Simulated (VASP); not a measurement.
A run of VASP 6.6.1 is set up as follows.

INCAR

```
SYSTEM = Ga
ALGO     = Fast           ! electronic algorithm
EDIFF    = 1E-7           ! SCF threshold, eV
ENCUT    = 520            ! plane-wave cutoff, eV
GGA      = PS             ! functional
ISIF     = 2              ! what is computed and relaxed
ISMEAR   = 0              ! smearing method
LASPH    = .TRUE.         ! aspherical terms in the spheres
LCHARG   = .FALSE.        ! write CHGCAR
LREAL    = .FALSE.        ! projectors in reciprocal space
LWAVE    = .FALSE.        ! write WAVECAR
NBANDS   = 34             ! bands
NELM     = 100            ! most SCF steps
PREC     = Accurate       ! precision mode
SIGMA    = 0.15           ! smearing width, eV
```

Contents of KPOINTS:

```
k-points
0
G
  10 10 10
  0 0 0
```

Contents of POSCAR:

```
Ga
1.0
    2.2350478178     -3.7986615528      0.0000000000
    2.2350478178      3.7986615528      0.0000000000
    0.0000000000      0.0000000000      3.8163097021
Ga
4
Direct
    0.1559156097      0.8440843903      0.0832479706
    0.6559156097      0.3440843903      0.4167520294
    0.8440843903      0.1559156097      0.9167520294
    0.3440843903      0.6559156097      0.5832479706
```

Potentials or basis: VASP PAW PBE potentials, release 64 (Ga_d).

The run is started by

```bash
$ cat potpaw_PBE.64/Ga_d/POTCAR > POTCAR
$ mpirun -np 1 vasp_std > vasp.out
```

Task: Predict the largest force.

Result: 1.227 eV/Å.

Task: What does it give for the pressure?

Result: 17.0 GPa.

Stress tensor (GPa, compression positive):
```
13.82  0.00  0.00
 0.00  8.82  0.00
 0.00  0.00 28.38
```

Caveat: the cell differs from its parent crystal (engineering shear strain xz +0.0000, normal strain along z -0.1500); the stress differs along the axes, from 9 to 28 GPa; the PAW data sets were made with another functional, which shifts forces and pressure a little.
